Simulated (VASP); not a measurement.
Here is a VASP 6.6.1 calculation.

The input INCAR:

```
SYSTEM = GaN
ALGO = Normal ; EDIFF = 1E-6
ENCUT = 520 ; ISIF = 2
ISMEAR = 0 ; LASPH = .TRUE.
LCHARG = .FALSE. ; LREAL = .FALSE.
LWAVE = .FALSE. ; NBANDS = 26
NELM = 100 ; PREC = Accurate
SIGMA = 0.01
```

The input KPOINTS:

```
k-points
0
G
  8 8 5
  0 0 0
```

Contents of POSCAR:

```
GaN
1.0
    3.1515230887      0.0000000000      0.0000000000
   -1.5757615443      2.7292990554      0.0000000000
    0.0000000000      0.0000000000      5.1387964723
Ga N
2 2
Direct
    0.3333333333      0.6666666667      0.0003295785
    0.6666666667      0.3333333333      0.5003295785
    0.3333333333      0.6666666667      0.3766704215
    0.6666666667      0.3333333333      0.8766704215
```

Potentials or basis: VASP PAW LDA potentials, release 64 (Ga_d, N).

Launch:

```bash
$ cat potpaw_LDA.64/Ga_d/POTCAR potpaw_LDA.64/N/POTCAR > POTCAR
$ mpirun -np 1 vasp_std > vasp.out
```

Estimate the pressure.

1.1 GPa.

What does it give for the band gap on the k mesh?

2.14 eV.
